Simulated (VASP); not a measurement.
CdF2: single point with PBE

Crystal: CdF2.

```
Cd F
1.0
     0.00000    2.73441    2.69400
     2.73441    0.00000    2.69400
     2.73441    2.73441    0.00000
Cd F
1 2
Cartesian
  0.0000 0.0000 0.0000
  1.3672 1.3672 1.3470
  4.1016 4.1016 4.0410
```

This cell differs from its parent crystal: strain +0.015 along x and y, +0.000 along z.

```
Program             : VASP 6.6.1
Task                : single point
Functional          : PBE
Potentials or basis : VASP PAW PBE potentials, release 64 (Cd, F)
Cutoff              : 520 eV
k mesh              : 8 × 8 × 8
Occupations         : gaussian, width 0.05 eV
Spin                : no spin polarisation
```

```json
{
  "Pressure": "2.8 GPa",
  "Band gap on the k mesh": "2.95 eV (least direct gap 3.48 eV)"
}
```

Stress tensor (GPa, compression positive):
```
2.25 0.00 0.00
0.00 2.25 0.00
0.00 0.00 3.82
```

Levels at points of the mesh, in eV from the valence-band top:
| k point | band 11 | band 12 | band 13 | band 14 | band 15 | band 16 |
| --- | --- | --- | --- | --- | --- | --- |
| (0.00, 0.00, 0.00) | -0.57 | -0.53 | -0.53 | 2.95 | 12.52 | 12.56 |
| (0.50, 0.00, 0.00) | -1.72 | -0.43 | -0.42 | 6.94 | 9.05 | 14.18 |
| (0.50, 0.50, 0.00) | -0.39 | -0.11 | -0.11 | 7.73 | 9.46 | 11.85 |
| (0.50, 0.00, 0.50) | -0.48 | -0.11 | -0.06 | 7.76 | 9.49 | 11.85 |

Run time: 65 s on 1 thread of Intel Xeon 8259CL, with other jobs on the host, peak memory 0.19 GiB.

Caveat: the cell differs from its parent crystal (strain +0.015 along x and y, +0.000 along z). A k mesh can miss the band edges.
